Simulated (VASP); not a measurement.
# Ir (P6_3/mmc) in VASP: elastic constants with PBE

Aim: the elastic constants of Ir with PBE.

Program: VASP 6.6.1. These are calculated values, not measurements. Logs are shortened: lines on timing, memory, paths and dates and some standing lists are left out, and cuts for length are marked.

## Step 1: The cell of the first run

Symmetry: P6_3/mmc, No. 194, hexagonal system. The conventional cell has a = 2.732 Å, b = 2.732 Å, c = 4.428 Å, α = 90.00°, β = 90.00°, γ = 120.00°. Within 3.6 Å of Ir (site symmetry -6m2) lie 12 Ir at 2.72 to 2.73 Å.

This isn't the form of Ir at room conditions, which is fcc.

## Step 2: Elastic constants, PBE

INCAR reads:

```
ALGO = Normal
EDIFF = 1E-8
ENCUT = 600
GGA = PE
IBRION = 6
ISIF = 3
ISMEAR = -1
LASPH = T
LCHARG = T
LREAL = F
LWAVE = F
NELM = 60
NFREE = 2
NSW = 1
POTIM = 0.015
PREC = Accurate
SIGMA = 0.15
```

KPOINTS reads:

```
k-points
0
Gamma
  18 18 10
```

POSCAR reads:

```
Ir
1.0
    2.7323467156      0.0000000000      0.0000000000
   -1.3661733578      2.3662816677      0.0000000000
    0.0000000000      0.0000000000      4.4278475092
Ir
2
Direct
    0.6666666667      0.3333333333      0.7500000000
    0.3333333333      0.6666666667      0.2500000000
```

Potentials or basis: VASP PAW PBE potentials, release 64 (Ir).

Launch:

```bash
$ cat potpaw_PBE.64/Ir/POTCAR > POTCAR
$ mpirun -np 1 vasp_std > vasp.out
```

OUTCAR:

```text
EDIFF = 1E-8
   ENCUT = 600
   GGA = PE
   IBRION = 6
   ISIF = 3
   ISMEAR = -1
   LASPH = T
   LREAL = F
   NELM = 60
   NFREE = 2
   NSW = 1
   POTIM = 0.015
   PREC = Accurate

 ion  position               nearest neighbor table
   1  0.667  0.333  0.750-   2 2.72   2 2.72   2 2.72   2 2.72   2 2.72   2 2.72
   2  0.333  0.667  0.250-   1 2.72   1 2.72   1 2.72   1 2.72   1 2.72   1 2.72

  LATTYP: Found a hexagonal cell.
 ALAT       =     2.7323467156
 C/A-ratio  =     1.6205291532

  Lattice vectors:

 A1 = (   2.7323467156,   0.0000000000,   0.0000000000)
 A2 = (  -1.3661733578,   2.3662816677,   0.0000000000)
 A3 = (   0.0000000000,   0.0000000000,   4.4278475092)

Analysis of symmetry for initial positions (statically):
=====================================================================
 Subroutine PRICEL returns:
 Original cell was already a primitive cell.

 Routine SETGRP: Setting up the symmetry group for a
 hexagonal supercell.

 Subroutine GETGRP returns: Found 24 space group operations
 (whereof 12 operations were pure point group operations)
 out of a pool of 24 trial point group operations.

The static configuration has the point symmetry D_3d.
 The point group associated with its full space group is D_6h.

Analysis of symmetry for dynamics (positions and initial velocities):
=====================================================================
 Subroutine PRICEL returns:
 Original cell was already a primitive cell.

 Routine SETGRP: Setting up the symmetry group for a
 hexagonal supercell.

 Subroutine GETGRP returns: Found 24 space group operations
 (whereof 12 operations were pure point group operations)
 out of a pool of 24 trial point group operations.

The dynamic configuration has the point symmetry D_3d.
 The point group associated with its full space group is D_6h.

 Subroutine INISYM returns: Found 24 space group operations
 (whereof 12 operations are pure point group operations),
 and found     1 'primitive' translations

----------------------------------------------------------------------------------------

                                     Primitive cell

  volume of cell :      28.6283

  direct lattice vectors                    reciprocal lattice vectors
     2.732346716  0.000000000  0.000000000     0.365985764  0.211301979  0.000000000
    -1.366173358  2.366281668  0.000000000     0.000000000  0.422603959  0.000000000
     0.000000000  0.000000000  4.427847509     0.000000000  0.000000000  0.225843369

  length of vectors
     2.732346716  2.732346716  4.427847509     0.422603959  0.422603959  0.225843369

  position of ions in fractional coordinates (direct lattice)
     0.666666667  0.333333333  0.750000000
     0.333333333  0.666666667  0.250000000

  ion indices of the primitive-cell ions
   primitive index   ion index
                 1           1
                 2           2

----------------------------------------------------------------------------------------

 KPOINTS: k-points

Automatic generation of k-mesh.
 Grid dimensions read from file:
 generate k-points for:   18   18   10

 Generating k-lattice:

  Cartesian coordinates                     Fractional coordinates (reciprocal lattice)
     0.020332542  0.011738999  0.000000000     0.055555556  0.000000000  0.000000000
[... 115 lines left out ...]
  -------------------------------------------------------------------------------------
  Total        1.3705710      1.3705710      1.3786082     -0.0000000      0.0000000      0.0000000
  in kB       76.7038593     76.7038593     77.1536629     -0.0000000      0.0000000      0.0000000
  external PRESSURE =      76.8537938 kB  Pullay stress =       0.0000000 kB
[... 89 lines left out ...]
  FREE ENERGIE OF THE ION-ELECTRON SYSTEM (eV)
  ---------------------------------------------------
  free  energy   TOTEN  =       -17.5945023226 eV

  energy  without entropy=      -17.4220906316  energy(sigma->0) =      -17.50829648

[... ionic steps 4 to 14 ...]

--------------------------------------- Ionic step       15  -------------------------------------------

 number of electron      17.9999999 magnetization

------------------------ aborting loop because EDIFF is reached ----------------------------------------
[... 67 lines left out ...]
--------------------------------------- Ionic step       17  -------------------------------------------

 number of electron      18.0000000 magnetization

 Free energy of the ion-electron system (eV)
  ---------------------------------------------------
  ext. energy  EPLUGINS =         0.00000000
  ---------------------------------------------------
  free energy    TOTEN  =       -17.62711651 eV

  energy without entropy =      -17.44977031  energy(sigma->0) =      -17.53844341

 E-fermi :  10.3146     XC(G=0): -13.9172

 val. band max:       10.3142559860   @ k =  -0.1111   0.3889   0.2000
 cond. band min:      10.3149876601   @ k =   0.2222   0.1111   0.5000
 fundamental gap:      0.0007316740
 Fermi energy:        10.3145955178

 k-point     1 :       0.0000    0.0000    0.0000
  band No.  band energies     occupation
      1      -0.7900      2.00000
      2       2.2514      2.00000
      3       6.4457      2.00000
      4       6.5372      2.00000
      5       6.5372      2.00000
      6       7.1850      2.00000
      7       7.1850      2.00000
      8       7.9756      2.00000
      9       7.9756      2.00000
     10       9.5371      1.98885
     11      10.5962      0.26535
     12      10.5962      0.26535
     13      17.3127      0.00000
[... 354 lines left out ...]
  band No.  band energies     occupation
      1       3.2049      2.00000
      2       3.2963      2.00000
      3       3.6257      2.00000
      4       6.1400      2.00000
      5       6.3176      2.00000
      6       6.8007      2.00000
      7       7.3776      2.00000
      8      10.4969      0.45760
      9      10.9530      0.02796
     10      11.0840      0.01177
     11      12.8416      0.00000
     12      15.9776      0.00000
     13      18.4327      0.00000

 [... further k-points ...]

------------------------ aborting loop because EDIFF is reached ----------------------------------------

  FORCE on cell =-STRESS in cart. coord.  units (eV):
  Direction    XX          YY          ZZ          XY          YZ          ZX
  --------------------------------------------------------------------------------------
  -------------------------------------------------------------------------------------
  Total        1.3763711      1.3763711      1.3916700      0.0000000      0.0000000      0.0000000
  in kB       77.0284612     77.0284612     77.8846610      0.0000000      0.0000000      0.0000000
  external PRESSURE =      77.3138611 kB  Pullay stress =       0.0000000 kB
[... 17 lines left out ...]
  FREE ENERGIE OF THE ION-ELECTRON SYSTEM (eV)
  ---------------------------------------------------
  free  energy   TOTEN  =       -17.6271165092 eV

  energy  without entropy=      -17.4497703118  energy(sigma->0) =      -17.53844341

 INTERNAL STRAIN TENSORS FROM STRAINED CELLS
 ============================================

 INTERNAL STRAIN TENSOR FOR ION    1 for displacements in x,y,z  (eV/Angst):
          X           Y           Z          XY          YZ          ZX
  --------------------------------------------------------------------------------
  x    -0.00000    -0.00000    -0.00000     1.70454     0.00000     0.00000
  y     1.71636    -1.70493     0.00000     0.00003    -0.00001     0.00001
  z     0.00000     0.00000     0.00000     0.00000    -0.00062     0.00000

 INTERNAL STRAIN TENSORS FROM DISPLACED ATOMS
 ============================================

 INTERNAL STRAIN TENSOR FOR ION    1 for displacements in x,y,z  (eV/Angst):
          X           Y           Z          XY          YZ          ZX
  --------------------------------------------------------------------------------
  x     0.00000     0.00000     0.00000     1.70332     0.00000     0.00000
  y     1.70332    -1.70332     0.00000     0.00000     0.00000     0.00000
  z    -0.00000     0.00000    -0.00000     0.00000     0.00000     0.00000

 INTERNAL STRAIN TENSOR FOR ION    2 for displacements in x,y,z  (eV/Angst):
          X           Y           Z          XY          YZ          ZX
  --------------------------------------------------------------------------------
  x     0.00000     0.00000     0.00000    -1.70332     0.00000     0.00000
  y    -1.70332     1.70332     0.00000     0.00000     0.00000     0.00000
  z     0.00000    -0.00000     0.00000     0.00000     0.00000     0.00000

 Eigenvectors and eigenvalues of the dynamical matrix
 ----------------------------------------------------

   1 f  =    6.072333 THz    38.153591 2PiTHz  202.551215 cm-1    25.113139 meV
             X         Y         Z           dx          dy          dz
      1.366173  0.788761  3.320886     0.000000   -0.000000    0.707107
     -0.000000  1.577521  1.106962     0.000000    0.000000   -0.707107
[... 21 lines left out ...]
   6 f  =    0.000000 THz     0.000000 2PiTHz    0.000000 cm-1     0.000000 meV
             X         Y         Z           dx          dy          dz
      1.366173  0.788761  3.320886    -0.707107    0.000000    0.000000
     -0.000000  1.577521  1.106962    -0.707107    0.000000    0.000000

--------------------------------------------------------------------------------------------------------

 ELASTIC MODULI CONTR FROM IONIC RELAXATION (kBar)
 Direction    XX          YY          ZZ          XY          YZ          ZX
 --------------------------------------------------------------------------------
 XX         -32.2346     32.2346     -0.0000     -0.0000      0.0000      0.0000
 YY          32.2346    -32.2346      0.0000      0.0000      0.0000      0.0000
 ZZ          -0.0000      0.0000     -0.0000      0.0000      0.0000      0.0000
 XY          -0.0000      0.0000      0.0000    -32.2346      0.0000      0.0000
 YZ           0.0000      0.0000      0.0000      0.0000      0.0000      0.0000
 ZX           0.0000      0.0000      0.0000      0.0000      0.0000      0.0000
 --------------------------------------------------------------------------------

 TOTAL ELASTIC MODULI (kBar)
 Direction    XX          YY          ZZ          XY          YZ          ZX
 --------------------------------------------------------------------------------
 XX        6355.9941   2202.0133   2531.7072     -0.0000      0.0000     -0.0000
 YY        2202.0133   6355.9941   2531.7072      0.0000      0.0000      0.0000
 ZZ        2531.7072   2531.7072   6313.1039     -0.0000      0.0000      0.0000
 XY          -0.0000      0.0000     -0.0000   2076.9904      0.0000     -0.0000
 YZ           0.0000      0.0000      0.0000      0.0000    981.5570      0.0000
 ZX          -0.0000      0.0000      0.0000     -0.0000      0.0000    981.5572
 --------------------------------------------------------------------------------
```

It took 76 min on 1 thread of Oxide Virtual Turin-like, shared host; peak memory 0.77 GiB.

Results:

```yaml
Voigt_bulk_modulus: 373 GPa
Highest_phonon_frequency_at_Γ: 203 cm⁻¹
```

Phonon frequencies in cm⁻¹ (negative: imaginary):
| q point | frequencies |
| --- | --- |
| (0.000, 0.000, 0.000) | 0 0 0 119 119 203 |

Elastic tensor in Voigt notation (GPa, in the Cartesian axes of the cell as first typed):
```
636 220 253   0   0   0
220 636 253   0   0   0
253 253 631   0   0   0
  0   0   0  98   0   0
  0   0   0   0  98   0
  0   0   0   0   0 208
```

Clamped-ion elastic tensor (GPa):
```
639 217 253   0   0   0
217 639 253   0   0   0
253 253 631   0   0   0
  0   0   0  98   0   0
  0   0   0   0  98   0
  0   0   0   0   0 211
```

Caveat: the cell is under stress, which shifts elastic constants; spin-orbit coupling is left out, which moves the levels of the heavy elements.
